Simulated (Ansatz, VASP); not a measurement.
## Two plane-wave programs on BaTiO3

```
CELL_PARAMETERS angstrom
2.86317 1.65305 2.35650
-2.86317 1.65305 2.35650
0.00000 -3.30611 2.35650
ATOMIC_POSITIONS crystal
Ba 0.99460 0.99460 0.99460
Ti 0.48035 0.48035 0.48035
O 0.51120 0.51120 0.02185
O 0.02185 0.51120 0.51120
O 0.51120 0.02185 0.51120
```

Alike in both runs: functional PBE; k mesh 9 × 9 × 9; no spin polarisation.

Ansatz relaxed the structure, and its values are those at the end. VASP's run is a single point on that final structure, the one shown.

|  | VASP | Ansatz |
| --- | --- | --- |
| version | VASP 6.6.1 | Ansatz 0.2.0 |
| potentials or method | VASP PAW PBE potentials, release 64 (Ba_sv, Ti_sv, O_h), cutoff 1340 eV | scalar-relativistic, plane waves, PAW |
| occupations | gaussian, width 0.01 eV | fixed |
| valence electrons in the cell | 40 | 40 |

```tsv
	VASP	Ansatz	Ansatz less VASP
gap on the k mesh at the Fermi level (eV)	2.62	2.66	+0.044
least direct gap on the mesh (eV)	3.06	3.08	+0.016
pressure (GPa)	1.3	0.0	-1.30
rms of the force components (eV/Å)	0.024	0.000	-0.0239
```

Neither program's run includes spin-orbit coupling.
